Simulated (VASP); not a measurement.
# H2C11 in VASP: notebook, part 2 of 2

VASP 6.6.1. Earlier steps stand in the parts before.

**3. Single point, PBE**

This run uses another cell than the first one.

The input, INCAR:

```
SYSTEM = H2C11
PREC = Accurate ; ENCUT = 520
EDIFF = 1E-6 ; ISMEAR = 0
SIGMA = 0.05 ; LREAL = Auto
LASPH = .TRUE. ; NELM = 80
ALGO = Normal ; ISIF = 2
LWAVE = .FALSE. ; LCHARG = .FALSE.
GGA = PE ; NBANDS = 65
```

The input, KPOINTS:

```
Automatic mesh
0
G
  1 1 8
  0 0 0
```

The input, POSCAR:

```
H2C11
1.0
   23.2000000000      0.0000000000      0.0000000000
    0.0000000000      9.3000000000      0.0000000000
    0.0000000000      0.0000000000      4.2869268845
C H
22 4
Direct
    0.7126988775      0.5000000000      0.3327022794
    0.7647723718      0.5000000000      0.8404979142
    0.6063221529      0.5000000000      0.3342310044
    0.6596367123      0.5000000000      0.8330703181
    0.5000000000      0.5000000000      0.3332501300
    0.5531153665      0.5000000000      0.8336769729
    0.3936778471      0.5000000000      0.3342310044
    0.4468846335      0.5000000000      0.8336769729
    0.2873011225      0.5000000000      0.3327022794
    0.3403632877      0.5000000000      0.8330703181
    0.2352276282      0.5000000000      0.8404979142
    0.7647723718      0.5000000000      0.1595020858
    0.6596367123      0.5000000000      0.1669296819
    0.7126988775      0.5000000000      0.6672977206
    0.5531153665      0.5000000000      0.1663230271
    0.6063221529      0.5000000000      0.6657689956
    0.4468846335      0.5000000000      0.1663230271
    0.5000000000      0.5000000000      0.6667498700
    0.3403632877      0.5000000000      0.1669296819
    0.3936778471      0.5000000000      0.6657689956
    0.2352276282      0.5000000000      0.1595020858
    0.2873011225      0.5000000000      0.6672977206
    0.8060031108      0.5000000000      0.7201361673
    0.1939968892      0.5000000000      0.7201361673
    0.8060031108      0.5000000000      0.2798638327
    0.1939968892      0.5000000000      0.2798638327
```

Potentials or basis: VASP PAW PBE potentials, release 64 (C, H).

The run is started by

```console
> cat potpaw_PBE.64/C/POTCAR potpaw_PBE.64/H/POTCAR > POTCAR
> mpirun -np 1 vasp_std > vasp.out
```

OUTCAR:

```text
SYSTEM = H2C11
   PREC = Accurate
   ENCUT = 520
   EDIFF = 1E-6
   ISMEAR = 0
   LREAL = Auto
   LASPH = .TRUE.
   NELM = 80
   ISIF = 2
   GGA = PE

 ion  position               nearest neighbor table
   1  0.713  0.500  0.333-  12 1.42  13 1.42  14 1.43
   2  0.765  0.500  0.840-  23 1.09  12 1.37  14 1.42
   3  0.606  0.500  0.334-  16 1.42  15 1.43  13 1.43
   4  0.660  0.500  0.833-  14 1.42  16 1.43  13 1.43
   5  0.500  0.500  0.333-  15 1.42  17 1.42  18 1.43
   6  0.553  0.500  0.834-  18 1.42  15 1.43  16 1.43
[... 14 lines left out ...]
  21  0.235  0.500  0.160-  26 1.09  11 1.37   9 1.42
  22  0.287  0.500  0.667-  11 1.42  10 1.42   9 1.43
  23  0.806  0.500  0.720-   2 1.09
  24  0.194  0.500  0.720-  11 1.09
  25  0.806  0.500  0.280-  12 1.09
  26  0.194  0.500  0.280-  21 1.09

  LATTYP: Found a simple orthorhombic cell.
 ALAT       =     4.2869268845
 B/A-ratio  =     2.1693861945
 C/A-ratio  =     5.4118021196

  Lattice vectors:

 A1 = (   0.0000000000,   0.0000000000,  -4.2869268845)
 A2 = (   0.0000000000,   9.3000000000,   0.0000000000)
 A3 = (  23.2000000000,   0.0000000000,   0.0000000000)

Analysis of symmetry for initial positions (statically):
=====================================================================
 Subroutine PRICEL returns:
 Original cell was already a primitive cell.

 Routine SETGRP: Setting up the symmetry group for a
 simple orthorhombic supercell.

 Subroutine GETGRP returns: Found  8 space group operations
 (whereof  8 operations were pure point group operations)
 out of a pool of  8 trial point group operations.

The static configuration has the point symmetry D_2h.

Analysis of symmetry for dynamics (positions and initial velocities):
[... 161 lines left out ...]
  Fermi-wavevector in a.u.,A,eV,Ry     =   0.758517  1.433389  7.828078  0.575347
  Thomas-Fermi vector in A             =   1.857105
   LORBIT       =      0    0 simple, 1 ext, 2 COOP (PROOUT), +10 PAW based schemes
   GGA     = PE    functional components
   LHFCALC =     F    Hartree Fock is set to
   AEXX    =    0.0000 exact exchange contribution
   IVDW    =     0    specifies the selected vdW correction
   LEPSILON=     F    determine dielectric tensor
   LRPA    =     F    only Hartree local field effects (RPA)
 non-spin polarized calculation
 Gauss-broadening in eV      SIGMA  =   0.05
  energy-cutoff  :      520.00
  volume of cell :      924.95
 maximum number of plane-waves:     24982
 NGX is ok and might be reduce to   180
   NGX = 87   NGY = 35   NGZ = 15

 number of electron      91.9999997 magnetization

 Free energy of the ion-electron system (eV)
  ---------------------------------------------------
  ext. energy  EPLUGINS =         0.00000000
  ---------------------------------------------------
  free energy    TOTEN  =      -216.22240520 eV

  energy without entropy =     -216.22237816  energy(sigma->0) =     -216.22239168

 E-fermi :  -2.0686     XC(G=0):  -3.1573

 val. band max:       -2.1865428952   @ k =   0.0000   0.0000   0.0000
 cond. band min:      -1.9506675671   @ k =   0.0000   0.0000   0.0000
 fundamental gap:      0.2358753281
 Fermi energy:        -2.0686052338

 k-point     1 :       0.0000    0.0000    0.0000
  band No.  band energies     occupation
      1     -21.3896      2.00000
      2     -21.0003      2.00000
      3     -20.3861      2.00000
      4     -19.5266      2.00000
      5     -18.4618      2.00000
      6     -17.2483      2.00000
[... 294 lines left out ...]
     57       3.1212      0.00000
     58       3.1896      0.00000
 [bands above 58 left out]

------------------------ aborting loop because EDIFF is reached ----------------------------------------

  FORCE on cell =-STRESS in cart. coord.  units (eV):
  Direction    XX          YY          ZZ          XY          YZ          ZX
  --------------------------------------------------------------------------------------
  -------------------------------------------------------------------------------------
  Total        0.8562460     -0.1158534      0.8844216      0.0000000      0.0000000      0.0000000
  in kB        1.4831741     -0.2006792      1.5319794      0.0000000      0.0000000      0.0000000
  external PRESSURE =       0.9381581 kB  Pullay stress =       0.0000000 kB

 VOLUME and BASIS-vectors are now :
 -----------------------------------------------------------------------------
  energy-cutoff  :      520.00
  volume of cell :      924.95
      direct lattice vectors                 reciprocal lattice vectors
    23.200000000  0.000000000  0.000000000     0.043103448  0.000000000  0.000000000
     0.000000000  9.300000000  0.000000000     0.000000000  0.107526882  0.000000000
     0.000000000  0.000000000  4.286926884     0.000000000  0.000000000  0.233267333

 POSITION                                       TOTAL-FORCE (eV/Angst)
 -----------------------------------------------------------------------------------
     16.53461      4.65000      1.42627        -0.000536     -0.000000      0.004053
     17.74272      4.65000      3.60315         0.009573      0.000000     -0.026466
     14.06667      4.65000      1.43282         0.002723      0.000000     -0.012871
     15.30357      4.65000      3.57131         0.001241     -0.000000     -0.002600
     11.60000      4.65000      1.42862         0.000000     -0.000000     -0.010303
     12.83228      4.65000      3.57391        -0.002182     -0.000000     -0.005178
[... 18 lines left out ...]
     18.69927      4.65000      1.19976         0.028217     -0.000000      0.009635
      4.50073      4.65000      1.19976        -0.028217     -0.000000      0.009635
 -----------------------------------------------------------------------------------
    total drift:                                0.000000     -0.000000     -0.000000

  FREE ENERGIE OF THE ION-ELECTRON SYSTEM (eV)
  ---------------------------------------------------
  free  energy   TOTEN  =      -216.2224051981 eV

  energy  without entropy=     -216.2223781558  energy(sigma->0) =     -216.22239168
```

stdout:

```text
POSCAR found type information on POSCAR C H
 POSCAR found :  2 types and      26 ions
 scaLAPACK will be used
 LDA part: xc-table for (Slater+PW92), standard interpolation
 POSCAR, INCAR and KPOINTS ok, starting setup
 FFT: planning ... GRIDC
 FFT: planning ... GRID_SOFT
 FFT: planning ... GRID
 WAVECAR not read
 entering main loop
```

Wall time 4.8 min (1 thread of Intel Xeon 6975P-C (Granite Rapids), shared host); peak memory 0.89 GiB.

What came out:

```
Free energy            : -216.2224 eV
Largest force          : 0.030 eV/Å
Band gap on the k mesh : 0.24 eV
```

Forces in eV/Å, atoms in the order of the input:
```
C   -0.001  0.000  0.004
C    0.010  0.000 -0.026
C    0.003  0.000 -0.013
C    0.001  0.000 -0.003
C    0.000  0.000 -0.010
C   -0.002  0.000 -0.005
C   -0.003  0.000 -0.013
C    0.002  0.000 -0.005
C    0.001  0.000  0.004
C   -0.001  0.000 -0.003
C   -0.010  0.000 -0.026
C    0.010  0.000  0.026
C    0.001  0.000  0.003
C   -0.001  0.000 -0.004
C   -0.002  0.000  0.005
C    0.003  0.000  0.013
C    0.002  0.000  0.005
C    0.000  0.000  0.010
C   -0.001  0.000  0.003
C   -0.003  0.000  0.013
C   -0.010  0.000  0.026
C    0.001  0.000 -0.004
H    0.028  0.000 -0.010
H   -0.028  0.000 -0.010
H    0.028  0.000  0.010
H   -0.028  0.000  0.010
```
